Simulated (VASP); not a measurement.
# Te2MoW2S4 in VASP: notebook, part 2 of 2

VASP 6.6.1. The steps go on from the part before.

## Step 3: Single point, LDA

Contents of INCAR:

```
PREC = Accurate
ENCUT = 520
EDIFF = 1E-7
ISMEAR = 0
SIGMA = 0.05
LREAL = False
LASPH = True
NELM = 100
ALGO = Normal
ISIF = 2
LWAVE = False
LCHARG = False
GGA = CA
NBANDS = 49
```

Contents of KPOINTS:

```
regular mesh
0
Gamma
  9 9 1
```

Contents of POSCAR:

```
Te2MoW2S4
1.0
    3.2974321046      0.0000000000      0.0000000000
   -1.6487160523      2.8556599698      0.0000000000
    0.0000000000      0.0000000000     30.5020660000
Te Mo W S
2 1 2 4
Direct
    0.3333333300      0.6666666700      0.0529170000
    0.3333333300      0.6666666700      0.1783370000
    0.0000000000      0.0000000000      0.1156140000
    0.0000000000      0.0000000000      0.5783190000
    0.3333333300      0.6666666700      0.3470200000
    0.0000000000      0.0000000000      0.3973670000
    0.3333333300      0.6666666700      0.5279300000
    0.3333333300      0.6666666700      0.6286960000
    0.0000000000      0.0000000000      0.2966420000
```

Potentials or basis: VASP PAW LDA potentials, release 64 (Te, Mo_sv, W_sv, S).

Command:

```sh
$ cat potpaw_LDA.64/Te/POTCAR potpaw_LDA.64/Mo_sv/POTCAR potpaw_LDA.64/W_sv/POTCAR potpaw_LDA.64/S/POTCAR > POTCAR
$ mpirun -np 1 vasp_std > vasp.out
```

OUTCAR:

```text
PREC = Accurate
   ENCUT = 520
   EDIFF = 1E-7
   ISMEAR = 0
   LREAL = False
   LASPH = True
   NELM = 100
   ISIF = 2
   GGA = CA

 ion  position               nearest neighbor table
   1  0.333  0.667  0.053-   3 2.70   3 2.70   3 2.70
   2  0.333  0.667  0.178-   3 2.70   3 2.70   3 2.70
   3  0.000  0.000  0.116-   1 2.70   1 2.70   1 2.70   2 2.70   2 2.70   2 2.70
   4  0.000  0.000  0.578-   8 2.45   8 2.45   8 2.45   7 2.45   7 2.45   7 2.45
   5  0.333  0.667  0.347-   6 2.45   6 2.45   6 2.45   9 2.45   9 2.45   9 2.45
   6  0.000  0.000  0.397-   5 2.45   5 2.45   5 2.45
   7  0.333  0.667  0.528-   4 2.45   4 2.45   4 2.45
   8  0.333  0.667  0.629-   4 2.45   4 2.45   4 2.45
   9  0.000  0.000  0.297-   5 2.45   5 2.45   5 2.45

  LATTYP: Found a hexagonal cell.
 ALAT       =     3.2974321046
 C/A-ratio  =     9.2502483849

  Lattice vectors:

 A1 = (   3.2974321046,   0.0000000000,   0.0000000000)
 A2 = (  -1.6487160523,   2.8556599698,   0.0000000000)
 A3 = (   0.0000000000,   0.0000000000,  30.5020660000)

Analysis of symmetry for initial positions (statically):
=====================================================================
 Subroutine PRICEL returns:
 Original cell was already a primitive cell.

 Routine SETGRP: Setting up the symmetry group for a
 hexagonal supercell.

 Subroutine GETGRP returns: Found  6 space group operations
 (whereof  6 operations were pure point group operations)
 out of a pool of 24 trial point group operations.

The static configuration has the point symmetry C_3v.

Analysis of symmetry for dynamics (positions and initial velocities):
=====================================================================
 Subroutine PRICEL returns:
 Original cell was already a primitive cell.

 Routine SETGRP: Setting up the symmetry group for a
 hexagonal supercell.

 Subroutine GETGRP returns: Found  6 space group operations
 (whereof  6 operations were pure point group operations)
 out of a pool of 24 trial point group operations.

The dynamic configuration has the point symmetry C_3v.

 Subroutine INISYM returns: Found  6 space group operations
 (whereof  6 operations are pure point group operations),
 and found     1 'primitive' translations

----------------------------------------------------------------------------------------

                                     Primitive cell

  volume of cell :     287.2180

  direct lattice vectors                    reciprocal lattice vectors
     3.297432105  0.000000000  0.000000000     0.303266290  0.175090874  0.000000000
    -1.648716052  2.855659970  0.000000000     0.000000000  0.350181748  0.000000000
     0.000000000  0.000000000 30.502066000     0.000000000  0.000000000  0.032784664

  length of vectors
     3.297432105  3.297432105 30.502066000     0.350181748  0.350181748  0.032784664

  position of ions in fractional coordinates (direct lattice)
     0.333333330  0.666666670  0.052917000
     0.333333330  0.666666670  0.178337000
     0.000000000  0.000000000  0.115614000
     0.000000000  0.000000000  0.578319000
[... 52 lines left out ...]
  0.222222  0.111111  0.000000     12.000000
  0.333333  0.111111  0.000000     12.000000
  0.444444  0.111111  0.000000      6.000000
  0.222222  0.222222  0.000000      6.000000
  0.333333  0.222222  0.000000     12.000000
  0.333333  0.333333  0.000000      2.000000
   k-points           NKPTS =     12   k-points in BZ     NKDIM =     12   number of bands    NBANDS=     49
   number of dos      NEDOS =    301   number of ions     NIONS =      9
   total plane-waves  NPLWV = 188160
   dimension x,y,z NGX =    28 NGY =   28 NGZ =  240
   dimension x,y,z NGXF=    56 NGYF=   56 NGZF=  480
   ions per type =               2   1   2   4
   NGX,Y,Z   is equivalent  to a cutoff of  14.12, 14.12, 13.08 a.u.
   NGXF,Y,Z  is equivalent  to a cutoff of  28.23, 28.23, 26.16 a.u.
 SYSTEM =  unknown system
   PREC   = accura    normal or accurate (medium, high low for compatibility)
   ISTART =      0    job   : 0-new  1-cont  2-samecut
   ICHARG =      2    charge: 1-file 2-atom 10-const
   ISPIN  =      1    spin polarized calculation?
   LNONCOLLINEAR =      F non collinear calculations
   LSORBIT =      F    spin-orbit coupling
   LASPH  =      T    aspherical Exc in radial PAW
   ENCUT  =  520.0 eV  38.22 Ry    6.18 a.u.   6.13  6.13 56.71*2*pi/ulx,y,z
   NELM   =    100;   NELMIN=  2; NELMDL= -5     # of ELM steps
   EDIFF  = 0.1E-06   stopping-criterion for ELM
   LREAL  =      F    real-space projection
   EDIFFG = 0.1E-05   stopping-criterion for IOM
   NSW    =      0    number of steps for IOM
   IBRION =     -1    ionic relax: 0-MD 1-quasi-New 2-CG
   NFREE  =      0    steps in history (QN), initial steepest desc. (CG)
   ISIF   =      2    stress and relaxation
   ISYM   =      2    0-nonsym 1-usesym 2-fastsym
   POTIM  = 0.5000    time-step for ionic-motion
   TEBEG  =    0.0;   TEEND  =   0.0 temperature during run
   PSTRESS=    0.0 pullay stress
   NELECT =      78.0000    total number of electrons
   NUPDOWN=      -1.0000    fix difference up-down
   EMIN   =  10.00;   EMAX   =-10.00  energy-range for DOS
   EFERMI =   0.00;   METHOD = LEGACY
   ISMEAR =     0;   SIGMA  =   0.05  broadening in eV -4-tet -1-fermi 0-gaus
   EFERMI_NEDOS =   21; number of points for ismear=-14 and -15
   IALGO  =     38    algorithm
   IMIX   =      4    mixing-type and parameters
     AMIX     =   0.40;   BMIX     =  1.00
     AMIX_MAG =   1.60;   BMIX_MAG =  1.00
  volume/ion in A,a.u.               =      31.91       215.36
  Fermi-wavevector in a.u.,A,eV,Ry     =   1.060154  2.003402 15.291963  1.123928
  Thomas-Fermi vector in A             =   2.195525
   LORBIT       =      0    0 simple, 1 ext, 2 COOP (PROOUT), +10 PAW based schemes
   GGA     = CA    functional components
   LHFCALC =     F    Hartree Fock is set to
   AEXX    =    0.0000 exact exchange contribution
   IVDW    =     0    specifies the selected vdW correction
   LEPSILON=     F    determine dielectric tensor
   LRPA    =     F    only Hartree local field effects (RPA)
 non-spin polarized calculation
 Gauss-broadening in eV      SIGMA  =   0.05
  energy-cutoff  :      520.00
  volume of cell :      287.22
 maximum number of plane-waves:      7782
 NGX is ok and might be reduce to    28
   NGX = 13   NGY = 13   NGZ =113

 number of electron      78.0000005 magnetization

 Free energy of the ion-electron system (eV)
  ---------------------------------------------------
  ext. energy  EPLUGINS =         0.00000000
  ---------------------------------------------------
  free energy    TOTEN  =       -72.11987935 eV

  energy without entropy =      -72.11875415  energy(sigma->0) =      -72.11931675

 E-fermi :   3.4248     XC(G=0):  -7.4985

 val. band max:        3.3689531075   @ k =   0.4444   0.0000   0.0000
 cond. band min:       3.4645931144   @ k =   0.3333   0.3333   0.0000
 fundamental gap:      0.0956400069
 Fermi energy:         3.4247762901

 k-point     1 :       0.0000    0.0000    0.0000
  band No.  band energies     occupation
      1     -71.5684      2.00000
      2     -71.5528      2.00000
      3     -57.1430      2.00000
      4     -35.9905      2.00000
      5     -35.9750      2.00000
      6     -35.9371      2.00000
[... 613 lines left out ...]
     48       5.8942      0.00000
     49       6.9831      0.00000

------------------------ aborting loop because EDIFF is reached ----------------------------------------

  FORCE on cell =-STRESS in cart. coord.  units (eV):
  Direction    XX          YY          ZZ          XY          YZ          ZX
  --------------------------------------------------------------------------------------
  -------------------------------------------------------------------------------------
  Total       -7.8128935     -7.8128935     -6.8336012     -0.0000000      0.0000000      0.0000000
  in kB      -43.5823730    -43.5823730    -38.1196235     -0.0000000      0.0000000      0.0000000
  external PRESSURE =     -41.7614565 kB  Pullay stress =       0.0000000 kB

 VOLUME and BASIS-vectors are now :
 -----------------------------------------------------------------------------
  energy-cutoff  :      520.00
  volume of cell :      287.22
      direct lattice vectors                 reciprocal lattice vectors
     3.297432105  0.000000000  0.000000000     0.303266290  0.175090874  0.000000000
    -1.648716052  2.855659970  0.000000000     0.000000000  0.350181748  0.000000000
     0.000000000  0.000000000 30.502066000     0.000000000  0.000000000  0.032784664

 POSITION                                       TOTAL-FORCE (eV/Angst)
 -----------------------------------------------------------------------------------
     -0.00000      1.90377      1.61408         0.000000      0.000000      0.589502
     -0.00000      1.90377      5.43965         0.000000     -0.000000     -0.480308
      0.00000      0.00000      3.52647        -0.000000      0.000000     -0.010825
      0.00000      0.00000     17.63992        -0.000000     -0.000000     -0.007123
     -0.00000      1.90377     10.58483         0.000000      0.000000      0.004918
      0.00000      0.00000     12.12051        -0.000000      0.000000     -0.580281
     -0.00000      1.90377     16.10296        -0.000000      0.000000      0.591027
     -0.00000      1.90377     19.17653         0.000000      0.000000     -0.642503
      0.00000      0.00000      9.04819        -0.000000      0.000000      0.535593
 -----------------------------------------------------------------------------------
    total drift:                                0.000044     -0.000025     -0.000053

  FREE ENERGIE OF THE ION-ELECTRON SYSTEM (eV)
  ---------------------------------------------------
  free  energy   TOTEN  =       -72.1198793504 eV

  energy  without entropy=      -72.1187541531  energy(sigma->0) =      -72.11931675
```

It took 8.4 min on 1 thread of Intel Xeon 8259CL, shared host; peak memory 0.46 GiB.

What came out:

* Free energy: -72.1199 eV
* Largest force: 0.643 eV/Å
* Band gap on the k mesh: 0.10 eV (least direct gap 0.48 eV)

Forces in eV/Å, atoms in the order of the input:
```
Te   0.000  0.000  0.590
Te   0.000  0.000 -0.480
Mo   0.000  0.000 -0.011
W    0.000  0.000 -0.007
W    0.000  0.000  0.005
S    0.000  0.000 -0.580
S    0.000  0.000  0.591
S    0.000  0.000 -0.643
S    0.000  0.000  0.536
```

Levels at points of the mesh, in eV from the valence-band top:
```tsv
k point	band 36	band 37	band 38	band 39	band 40	band 41	band 42	band 43
(0.00, 0.00, 0.00)	-0.96	-0.73	-0.70	-0.70	1.38	1.38	1.40	1.40
```

Caveat: spin-orbit coupling is left out, which moves the levels of the heavy elements.
